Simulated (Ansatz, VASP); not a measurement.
**MgO2: VASP beside Ansatz**

```
Mg O
1.0
     1.58069    0.91261    3.44157
    -1.58069    0.91261    3.44157
     0.00000   -1.82522    3.44157
Mg O
1 2
Direct
  0.00000 0.00000 0.00000
  0.42879 0.42879 0.42879
  0.57121 0.57121 0.57121
```

Change from the starting cell: strain -0.015 along x and y, -0.015 along z, atoms carried along.

Alike in both runs: task single point; functional PBEsol; k mesh 12 × 12 × 12; occupations gaussian, width 0.05 eV; no spin polarisation.

|  | VASP | Ansatz |
| --- | --- | --- |
| version | VASP 6.6.1 | Ansatz 0.2.0 |
| potentials or method | VASP PAW PBE potentials, release 64 (Mg, O), cutoff 520 eV | scalar-relativistic, plane waves, PAW |
| valence electrons in the cell | 14 | 22 |

|  | VASP | Ansatz | Ansatz less VASP |
| --- | --- | --- | --- |
| gap on the k mesh at the Fermi level (eV) | 2.48 | 2.51 | +0.028 |
| least direct gap on the mesh (eV) | 2.48 | 2.51 | +0.028 |
| pressure (GPa) | 1.1 | 1.2 | +0.09 |
| traceless stress, the component that is largest in VASP (GPa) | 1.51 | 0.30 | -1.205 |
| rms of the force components (eV/Å) | 0.053 | 0.043 | -0.0107 |

VASP's potentials were made for PBE, not for PBEsol. Atom by atom the forces differ by 0.096 eV/Å (rms over components). With one functional, cell and mesh, what is left measures potentials, basis and numerics. VASP's potentials hold 14 valence electrons a cell and Ansatz's 22, so a difference there can come from the potentials and not from the codes.
